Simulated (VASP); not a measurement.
# Te2Mo (Pmn2_1) in VASP: single point with PBEsol

Aim: the single point of Te2Mo with PBEsol.

Program: VASP 6.6.1. These are calculated values, not measurements. Logs are shortened: lines on timing, memory, paths and dates and some standing lists are left out, and cuts for length are marked.

## (1) The cell of the first run

It takes space group Pmn2_1 (No. 31, orthorhombic). The conventional cell has a = 3.451 Å, b = 6.321 Å, c = 13.652 Å, α = 90.00°, β = 90.00°, γ = 90.00°. Mo (site symmetry m) has 6 Te at 2.69 to 2.80 Å and 4 Mo at 2.87 to 3.45 Å within 3.5 Å. Within 3.5 Å of Mo (site symmetry m) lie 6 Te at 2.69 to 2.80 Å and 4 Mo at 2.87 to 3.45 Å. Te (site symmetry m) has 3 Mo at 2.69 Å and 9 Te at 3.45 to 3.88 Å within 3.9 Å. Within 3.8 Å of Te (site symmetry m) lie 3 Mo at 2.78 to 2.80 Å and 10 Te at 3.44 to 3.79 Å. Within 3.9 Å of Te (site symmetry m) lie 3 Mo at 2.69 to 2.70 Å and 9 Te at 3.45 to 3.88 Å. Within 3.8 Å of Te (site symmetry m) lie 3 Mo at 2.78 to 2.80 Å and 10 Te at 3.44 to 3.80 Å.

## (2) Single point, PBEsol

INCAR reads:

```
SYSTEM = Te2Mo
PREC = Accurate
ENCUT = 520
EDIFF = 1E-7
ISMEAR = 0
SIGMA = 0.1
LREAL = .FALSE.
LASPH = .TRUE.
NELM = 100
ALGO = Fast
ISIF = 2
LWAVE = .FALSE.
LCHARG = .TRUE.
GGA = PS
LELF = .TRUE.
LVHAR = .TRUE.
NBANDS = 64
```

KPOINTS reads:

```
regular mesh
0
G
  10 6 4
  0 0 0
```

POSCAR reads:

```
Te2Mo
1.0
    3.4506106165      0.0000000000      0.0000000000
    0.0000000000      6.3207373418      0.0000000000
    0.0000000000      0.0000000000     13.6519318580
Mo Te
4 8
Direct
    0.0000000000      0.6015246512      0.5004123814
    0.5000000000      0.3984753488      0.0004123814
    0.0000000000      0.0372712704      0.0147589532
    0.5000000000      0.9627287296      0.5147589532
    0.0000000000      0.8570586820      0.6579564592
    0.5000000000      0.1429413180      0.1579564592
    0.0000000000      0.6467629341      0.1111816012
    0.5000000000      0.3532370659      0.6111816012
    0.0000000000      0.2951393632      0.8572919659
    0.5000000000      0.7048606368      0.3572919659
    0.0000000000      0.2110259937      0.4035986391
    0.5000000000      0.7889740063      0.9035986391
```

Potentials or basis: VASP PAW PBE potentials, release 64 (Mo_sv, Te).

Started as:

```bash
$ cat potpaw_PBE.64/Mo_sv/POTCAR potpaw_PBE.64/Te/POTCAR > POTCAR
$ mpirun -np 1 vasp_std > vasp.out
```

OUTCAR:

```text
SYSTEM = Te2Mo
   PREC = Accurate
   ENCUT = 520
   EDIFF = 1E-7
   ISMEAR = 0
   LREAL = .FALSE.
   LASPH = .TRUE.
   NELM = 100
   ISIF = 2
   GGA = PS

 ion  position               nearest neighbor table
   1  0.000  0.602  0.500-  10 2.69  10 2.69   5 2.69   8 2.78   8 2.78  11 2.80   4 2.87   4 2.87

   2  0.500  0.398  0.000-   9 2.69   9 2.69   6 2.69   7 2.78   7 2.78  12 2.80   3 2.87   3 2.87

   3  0.000  0.037  0.015-   6 2.69   6 2.69   9 2.70  12 2.78  12 2.78   7 2.80   2 2.87   2 2.87

   4  0.500  0.963  0.515-   5 2.69   5 2.69  10 2.70  11 2.78  11 2.78   8 2.80   1 2.87   1 2.87

   5  0.000  0.857  0.658-   1 2.69   4 2.69   4 2.69   8 3.64   8 3.64   8 3.68   8 3.68
   6  0.500  0.143  0.158-   2 2.69   3 2.69   3 2.69   7 3.64   7 3.64   7 3.68   7 3.68
   7  0.000  0.647  0.111-   2 2.78   2 2.78   3 2.80  12 3.44  12 3.44   6 3.64   6 3.64   6 3.68
                             6 3.68
   8  0.500  0.353  0.611-   1 2.78   1 2.78   4 2.80  11 3.44  11 3.44   5 3.64   5 3.64   5 3.68
                             5 3.68
   9  0.000  0.295  0.857-   2 2.69   2 2.69   3 2.70  12 3.62  12 3.62
  10  0.500  0.705  0.357-   1 2.69   1 2.69   4 2.70  11 3.62  11 3.62
  11  0.000  0.211  0.404-   4 2.78   4 2.78   1 2.80   8 3.44   8 3.44  10 3.62  10 3.62
  12  0.500  0.789  0.904-   3 2.78   3 2.78   2 2.80   7 3.44   7 3.44   9 3.62   9 3.62

  LATTYP: Found a simple orthorhombic cell.
 ALAT       =     3.4506106165
 B/A-ratio  =     1.8317735741
 C/A-ratio  =     3.9563814569

  Lattice vectors:

 A1 = (   3.4506106165,   0.0000000000,   0.0000000000)
 A2 = (   0.0000000000,   6.3207373418,   0.0000000000)
 A3 = (   0.0000000000,   0.0000000000,  13.6519318580)

Analysis of symmetry for initial positions (statically):
=====================================================================
 Subroutine PRICEL returns:
 Original cell was already a primitive cell.

 Routine SETGRP: Setting up the symmetry group for a
 simple orthorhombic supercell.

 Subroutine GETGRP returns: Found  4 space group operations
 (whereof  2 operations were pure point group operations)
 out of a pool of  8 trial point group operations.

The static configuration has the point symmetry C_1h.
 The point group associated with its full space group is C_2v.

Analysis of symmetry for dynamics (positions and initial velocities):
=====================================================================
 Subroutine PRICEL returns:
 Original cell was already a primitive cell.

 Routine SETGRP: Setting up the symmetry group for a
 simple orthorhombic supercell.

 Subroutine GETGRP returns: Found  4 space group operations
 (whereof  2 operations were pure point group operations)
 out of a pool of  8 trial point group operations.

The dynamic configuration has the point symmetry C_1h.
 The point group associated with its full space group is C_2v.

 Subroutine INISYM returns: Found  4 space group operations
 (whereof  2 operations are pure point group operations),
 and found     1 'primitive' translations

----------------------------------------------------------------------------------------

                                     Primitive cell

  volume of cell :     297.7541

  direct lattice vectors                    reciprocal lattice vectors
     3.450610617  0.000000000  0.000000000     0.289803780  0.000000000  0.000000000
     0.000000000  6.320737342  0.000000000     0.000000000  0.158209390  0.000000000
     0.000000000  0.000000000 13.651931858     0.000000000  0.000000000  0.073249706

  length of vectors
     3.450610617  6.320737342 13.651931858     0.289803780  0.158209390  0.073249706

  position of ions in fractional coordinates (direct lattice)
     0.000000000  0.601524651  0.500412381
     0.500000000  0.398475349  0.000412381
     0.000000000  0.037271270  0.014758953
     0.500000000  0.962728730  0.514758953
     0.000000000  0.857058682  0.657956459
     0.500000000  0.142941318  0.157956459
     0.000000000  0.646762934  0.111181601
     0.500000000  0.353237066  0.611181601
     0.000000000  0.295139363  0.857291966
     0.500000000  0.704860637  0.357291966
     0.000000000  0.211025994  0.403598639
     0.500000000  0.788974006  0.903598639

  ion indices of the primitive-cell ions
   primitive index   ion index
                 1           1
                 2           2
                 3           3
                 4           4
                 5           5
                 6           6
                 7           7
                 8           8
                 9           9
                10          10
                11          11
                12          12

----------------------------------------------------------------------------------------

 KPOINTS: regular mesh

Automatic generation of k-mesh.
 Grid dimensions read from file:
 generate k-points for:   10    6    4

 Generating k-lattice:

  Cartesian coordinates                     Fractional coordinates (reciprocal lattice)
     0.028980378  0.000000000  0.000000000     0.100000000  0.000000000  0.000000000
     0.000000000  0.026368232  0.000000000     0.000000000  0.166666667  0.000000000
     0.000000000  0.000000000  0.018312427     0.000000000  0.000000000  0.250000000

  Length of vectors
     0.028980378  0.026368232  0.018312427

  Shift w.r.t. Gamma in fractional coordinates (k-lattice)
     0.000000000  0.000000000  0.000000000

 Subroutine IBZKPT returns following result:
 ===========================================

 Found     72 irreducible k-points:

 Following reciprocal coordinates:
            Coordinates               Weight
  0.000000  0.000000  0.000000      1.000000
  0.100000  0.000000  0.000000      2.000000
  0.200000  0.000000  0.000000      2.000000
  0.300000  0.000000  0.000000      2.000000
  0.400000  0.000000  0.000000      2.000000
  0.500000  0.000000  0.000000      1.000000
[... 16 lines left out ...]
  0.400000  0.500000  0.000000      2.000000
  0.500000  0.500000  0.000000      1.000000
 [... further k-points ...]
   k-points           NKPTS =     72   k-points in BZ     NKDIM =     72   number of bands    NBANDS=     64
   number of dos      NEDOS =    301   number of ions     NIONS =     12
   total plane-waves  NPLWV = 145152
   dimension x,y,z NGX =    28 NGY =   48 NGZ =  108
   dimension x,y,z NGXF=    56 NGYF=   96 NGZF=  216
   ions per type =               4   8
   NGX,Y,Z   is equivalent  to a cutoff of  13.49, 12.62, 13.15 a.u.
   NGXF,Y,Z  is equivalent  to a cutoff of  26.98, 25.25, 26.30 a.u.
 SYSTEM =  Te2Mo
   PREC   = accura    normal or accurate (medium, high low for compatibility)
   ISTART =      0    job   : 0-new  1-cont  2-samecut
   ICHARG =      2    charge: 1-file 2-atom 10-const
   ISPIN  =      1    spin polarized calculation?
   LNONCOLLINEAR =      F non collinear calculations
   LSORBIT =      F    spin-orbit coupling
   LASPH  =      T    aspherical Exc in radial PAW
   ENCUT  =  520.0 eV  38.22 Ry    6.18 a.u.   6.42 11.75 25.38*2*pi/ulx,y,z
   NELM   =    100;   NELMIN=  2; NELMDL= -5     # of ELM steps
   EDIFF  = 0.1E-06   stopping-criterion for ELM
   LREAL  =      F    real-space projection
   EDIFFG = 0.1E-05   stopping-criterion for IOM
   NSW    =      0    number of steps for IOM
   IBRION =     -1    ionic relax: 0-MD 1-quasi-New 2-CG
   NFREE  =      0    steps in history (QN), initial steepest desc. (CG)
   ISIF   =      2    stress and relaxation
   ISYM   =      2    0-nonsym 1-usesym 2-fastsym
   POTIM  = 0.5000    time-step for ionic-motion
   TEBEG  =    0.0;   TEEND  =   0.0 temperature during run
   PSTRESS=    0.0 pullay stress
   NELECT =     104.0000    total number of electrons
   NUPDOWN=      -1.0000    fix difference up-down
   EMIN   =  10.00;   EMAX   =-10.00  energy-range for DOS
   EFERMI =   0.00;   METHOD = LEGACY
   ISMEAR =     0;   SIGMA  =   0.10  broadening in eV -4-tet -1-fermi 0-gaus
   EFERMI_NEDOS =   21; number of points for ismear=-14 and -15
   IALGO  =     68    algorithm
   IMIX   =      4    mixing-type and parameters
     AMIX     =   0.40;   BMIX     =  1.00
     AMIX_MAG =   1.60;   BMIX_MAG =  1.00
  volume/ion in A,a.u.               =      24.81       167.45
  Fermi-wavevector in a.u.,A,eV,Ry     =   1.152922  2.178707 18.085267  1.329230
  Thomas-Fermi vector in A             =   2.289570
   LORBIT       =      0    0 simple, 1 ext, 2 COOP (PROOUT), +10 PAW based schemes
   GGA     = PS    functional components
   LHFCALC =     F    Hartree Fock is set to
   AEXX    =    0.0000 exact exchange contribution
   IVDW    =     0    specifies the selected vdW correction
   LEPSILON=     F    determine dielectric tensor
   LRPA    =     F    only Hartree local field effects (RPA)
 non-spin polarized calculation
 RMM-DIIS sequential band-by-band and
 Gauss-broadening in eV      SIGMA  =   0.10
  energy-cutoff  :      520.00
  volume of cell :      297.75
 maximum number of plane-waves:      8078
 NGX is ok and might be reduce to    28
   NGX = 13   NGY = 23   NGZ = 51

 number of electron     104.0000000 magnetization

 Free energy of the ion-electron system (eV)
  ---------------------------------------------------
  ext. energy  EPLUGINS =         0.00000000
  ---------------------------------------------------
  free energy    TOTEN  =       -78.57145155 eV

  energy without entropy =      -78.55075550  energy(sigma->0) =      -78.56110353

 E-fermi :   8.4148     XC(G=0): -10.6041

 val. band max:        8.4140125234   @ k =   0.0000   0.0000   0.5000
 cond. band min:       8.4226028982   @ k =   0.0000   0.3333   0.0000
 fundamental gap:      0.0085903747
 Fermi energy:         8.4147664921

 k-point     1 :       0.0000    0.0000    0.0000
  band No.  band energies     occupation
      1     -52.5984      2.00000
      2     -52.5984      2.00000
      3     -52.5331      2.00000
      4     -52.5331      2.00000
      5     -26.9051      2.00000
      6     -26.9051      2.00000
[... 56 lines left out ...]
     63      11.3746      0.00000
     64      11.5186      0.00000

 k-point     2 :       0.1000    0.0000    0.0000
  band No.  band energies     occupation
      1     -52.5962      2.00000
      2     -52.5962      2.00000
      3     -52.5340      2.00000
      4     -52.5340      2.00000
      5     -26.9047      2.00000
      6     -26.9047      2.00000
[... 56 lines left out ...]
     63      10.7520      0.00000
     64      11.1516      0.00000

 k-point     3 :       0.2000    0.0000    0.0000
  band No.  band energies     occupation
      1     -52.5899      2.00000
      2     -52.5899      2.00000
      3     -52.5370      2.00000
      4     -52.5370      2.00000
      5     -26.9069      2.00000
      6     -26.9069      2.00000
[... 1396 lines left out ...]
     63      10.8415      0.00000
     64      10.9258      0.00000

 k-point    24 :       0.5000    0.5000    0.0000
  band No.  band energies     occupation
      1     -52.5609      2.00000
      2     -52.5609      2.00000
      3     -52.5576      2.00000
      4     -52.5576      2.00000
      5     -26.9512      2.00000
      6     -26.9512      2.00000
[... 56 lines left out ...]
     63      10.6088      0.00000
     64      10.6090      0.00000

 [... further k-points ...]

------------------------ aborting loop because EDIFF is reached ----------------------------------------

  FORCE on cell =-STRESS in cart. coord.  units (eV):
  Direction    XX          YY          ZZ          XY          YZ          ZX
  --------------------------------------------------------------------------------------
  -------------------------------------------------------------------------------------
  Total        0.1749049      0.2352202      0.2207854      0.0000000      0.0000000      0.0000000
  in kB        0.9411410      1.2656901      1.1880183      0.0000000      0.0000000      0.0000000
  external PRESSURE =       1.1316165 kB  Pullay stress =       0.0000000 kB

 VOLUME and BASIS-vectors are now :
 -----------------------------------------------------------------------------
  energy-cutoff  :      520.00
  volume of cell :      297.75
      direct lattice vectors                 reciprocal lattice vectors
     3.450610617  0.000000000  0.000000000     0.289803780  0.000000000  0.000000000
     0.000000000  6.320737342  0.000000000     0.000000000  0.158209390  0.000000000
     0.000000000  0.000000000 13.651931858     0.000000000  0.000000000  0.073249706

 POSITION                                       TOTAL-FORCE (eV/Angst)
 -----------------------------------------------------------------------------------
      0.00000      3.80208      6.83160         0.000000     -0.008198      0.008271
      1.72531      2.51866      0.00563         0.000000      0.008198      0.008271
      0.00000      0.23558      0.20149         0.000000     -0.008049     -0.007418
      1.72531      6.08516      7.02745         0.000000      0.008049     -0.007418
      0.00000      5.41724      8.98238         0.000000     -0.003759      0.028422
      1.72531      0.90349      2.15641         0.000000      0.003759      0.028422
      0.00000      4.08802      1.51784         0.000000      0.000188      0.017834
      1.72531      2.23272      8.34381         0.000000     -0.000188      0.017834
      0.00000      1.86550     11.70369         0.000000     -0.002972     -0.028486
      1.72531      4.45524      4.87773         0.000000      0.002972     -0.028486
      0.00000      1.33384      5.50990         0.000000      0.000072     -0.018623
      1.72531      4.98690     12.33587         0.000000     -0.000072     -0.018623
 -----------------------------------------------------------------------------------
    total drift:                                0.000000      0.000000     -0.001456

  FREE ENERGIE OF THE ION-ELECTRON SYSTEM (eV)
  ---------------------------------------------------
  free  energy   TOTEN  =       -78.5714515531 eV

  energy  without entropy=      -78.5507554970  energy(sigma->0) =      -78.56110353
```

It took 60 min on 1 thread of Oxide Virtual Turin-like, shared host; peak memory 1 GiB.

What came out:

```
Free energy            : -78.5715 eV
Pressure               : 0.1 GPa
Largest force          : 0.029 eV/Å
Band gap on the k mesh : zero (bands 52 and 53 overlap by 0.27 eV)
```

Forces on the atoms (eV/Å):
```
Mo   0.000 -0.008  0.008
Mo   0.000  0.008  0.008
Mo   0.000 -0.008 -0.007
Mo   0.000  0.008 -0.007
Te   0.000 -0.004  0.028
Te   0.000  0.004  0.028
Te   0.000  0.000  0.018
Te   0.000  0.000  0.018
Te   0.000 -0.003 -0.028
Te   0.000  0.003 -0.028
Te   0.000  0.000 -0.019
Te   0.000  0.000 -0.019
```

Caveat: the PAW data sets were made with another functional, which shifts forces and pressure a little; spin-orbit coupling is left out, which moves the levels of the heavy elements.
